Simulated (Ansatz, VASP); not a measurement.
TaN: VASP beside Ansatz

INCAR

```
SYSTEM = TaN
ALGO = Normal
EDIFF = 1E-6
ENCUT = 700
GGA = PE
GGA_COMPAT = .False.
ISIF = 2
ISMEAR = 0
ISPIN = 2
LASPH = .True.
LCHARG = .False.
LDAU = .True.
LDAUJ = 0 0
LDAUL = 2 -1
LDAUPRINT = 1
LDAUTYPE = 2
LDAUU = 1 0
LMAXMIX = 4
LORBIT = 11
LREAL = .False.
LWAVE = .False.
MAGMOM = 0 0
NBANDS = 20
NELM = 200
PREC = Accurate
SIGMA = 0.05
```

KPOINTS

```
k-points
0
Gamma
  7 7 7
  0 0 0
```

The input POSCAR:

```
TaN
1.0
    0.0000000000      2.1790013100      2.1790013100
    2.1790013100      0.0000000000      2.1790013100
    2.1790013100      2.1790013100      0.0000000000
Ta N
1 1
Direct
    0.5000000000      0.5000000000      0.5000000000
    0.0000000000      0.0000000000      0.0000000000
```

Input for Ansatz:

```yaml
crystal:
  lattice:
    - [0.0, 2.17900131, 2.17900131]
    - [2.17900131, 0.0, 2.17900131]
    - [2.17900131, 2.17900131, 0.0]
  atoms:
    - { symbol: Ta, position: [0.5, 0.5, 0.5], spin: 0.3 }
    - { symbol: "N", position: [0.0, 0.0, 0.0] }
basis:
  ecutwfc: 420
  ecutrho_ratio: 4
kpoints:
  mp_grid: { grid: [7, 7, 7] }
hamiltonian:
  xc: pbe
  hubbard:
    sites:
      - { site: 0, l: d, u_eff: 1.0, starting_ns: [{ spin: up, occupation_matrix: s0up }, { spin: down, occupation_matrix: s0down }] }
    occupation_matrices:
      s0up:
        matrix:
          - [0.02, 0.0, 0.0, 0.0, 0.0]
          - [0.0, 0.02, 0.0, 0.0, 0.0]
          - [0.0, 0.0, 0.02, 0.0, 0.0]
          - [0.0, 0.0, 0.0, 0.02, 0.0]
          - [0.0, 0.0, 0.0, 0.0, 0.97]
      s0down:
        matrix:
          - [0.02, 0.0, 0.0, 0.0, 0.0]
          - [0.0, 0.02, 0.0, 0.0, 0.0]
          - [0.0, 0.0, 0.97, 0.0, 0.0]
          - [0.0, 0.0, 0.0, 0.02, 0.0]
          - [0.0, 0.0, 0.0, 0.0, 0.02]
    ns_hold: until_converged
scf:
  occupations: { method: gaussian, width: 0.05 }
  lower_state_search: "off"
  max_iter: 150
output:
  forces: true
  stress: true
  eigenvalues: true
  populations: true
  hubbard: { sites: [{ site: 0, l: d }] }
magnetization:
  spin_polarized: true
```

Alike in both runs: task single point; functional PBE; k mesh 7 × 7 × 7; occupations gaussian, width 0.05 eV; collinear spin; Hubbard terms Ta d U = 1.0 eV.

|  | VASP | Ansatz |
| --- | --- | --- |
| version | VASP 6.6.1 | Ansatz 0.2.0 |
| potentials or method | VASP PAW PBE potentials, release 64 (Ta_sv_GW, N), cutoff 700 eV | scalar-relativistic, plane waves, PAW |
| valence electrons in the cell | 18 | 18 |

```csv
,VASP,Ansatz,Ansatz less VASP
gap on the k mesh at the Fermi level (eV),none,none,-
pressure (GPa),17.6,15.2,-2.38
```

The programs project onto different local orbitals, so the same U acts differently, and such runs can settle in different states. A gap of «none» marks a metal or a gap that the smearing closes. Ansatz's warnings: filled band counts differ across k points, seeded moment not kept, specified occupation not kept, symmetry narrowed by occupation matrices.

Neither program's run includes spin-orbit coupling.
